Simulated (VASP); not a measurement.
## Ta: single point with r2SCAN

Ta:

```
CELL_PARAMETERS angstrom
-1.65336 1.65336 1.65336
1.65336 -1.65336 1.65336
1.65336 1.65336 -1.65336
ATOMIC_POSITIONS crystal
Ta 0.00000 0.00000 0.00000
```

```yaml
Program: VASP 6.6.1
Task: single point
Functional: r2SCAN
Potentials_or_basis: VASP PAW PBE potentials, release 64 (Ta_pv)
Cutoff: 520 eV
k_mesh: 13 × 13 × 13
Occupations: fermi-dirac, width 0.03 eV
Spin: no spin polarisation
Dipole_correction: no
Further_INCAR_settings: ALGO = Normal; EDIFF = 1e-06; NBANDS = 12
```

```
Pressure : 0.7 GPa
```

Levels at points of the mesh, in eV from the Fermi level:
```
           k point  band 2  band 3  band 4  band 5  band 6  band 7  band 8  band 9
(0.00, 0.00, 0.00)  -34.22  -34.22   -8.30    0.86    0.86    0.86    4.34    4.34
```

Wall time 54 s on 1 thread of Intel Xeon 8259CL (shared host), peak memory 0.16 GiB.

Caveat: the PAW data sets were made with another functional, which shifts forces and pressure a little; spin-orbit coupling is left out, which moves the levels of the heavy elements.
